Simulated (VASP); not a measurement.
Si:

```
Si
1.0
    -1.62691    1.62691    1.32033
     1.62691   -1.62691    1.32033
     1.62691    1.62691   -1.32033
Si
1
Direct
  0.00000 0.00000 0.00000
```

| Property | Result |
| --- | --- |
| Program | VASP 6.6.1 |
| Task | relaxation of cell and atoms |
| Functional | revPBE |
| Dispersion | D3(BJ) |
| Potentials or basis | VASP PAW PBE potentials, release 64 (Si) |
| Cutoff | 600 eV |
| k mesh | 13 × 13 × 13 |
| Occupations | fermi-dirac, width 0.05 eV |
| Spin | no spin polarisation |

At the start: pressure -6.2 GPa; volume 13.98 Å³/atom.

Problem. Where does the relaxation end?

Solution. Over 10 steps the energy falls by 24.0 meV/atom and the volume is 13.19 Å³/atom (-5.6 %); space group I4/mmm (No. 139, to 0.1 Å) before and after.

The path:
```csv
step,energy change (eV),largest force (eV/Å),pressure (GPa),volume (Å³)
1,0.0000,0.0000,-6.18,13.98
2,-0.0190,0.0000,2.13,12.91
3,-0.0199,0.0000,0.51,13.09
4,-0.0225,0.0000,0.78,13.08
5,-0.0226,0.0000,1.28,13.06
6,-0.0236,0.0000,1.02,13.07
7,-0.0236,0.0000,1.08,13.07
8,-0.0238,0.0000,-0.56,13.26
9,-0.0240,0.0000,0.07,13.19
10,-0.0240,0.0000,0.01,13.19
```

Final structure:
```
Si
1.0
    -1.61870    1.61870    1.25873
     1.61870   -1.61870    1.25873
     1.61870    1.61870   -1.25873
Si
1
Direct
  0.00000 0.00000 0.00000
```

Caveat: the PAW data sets were made with another functional, which shifts forces and pressure a little.
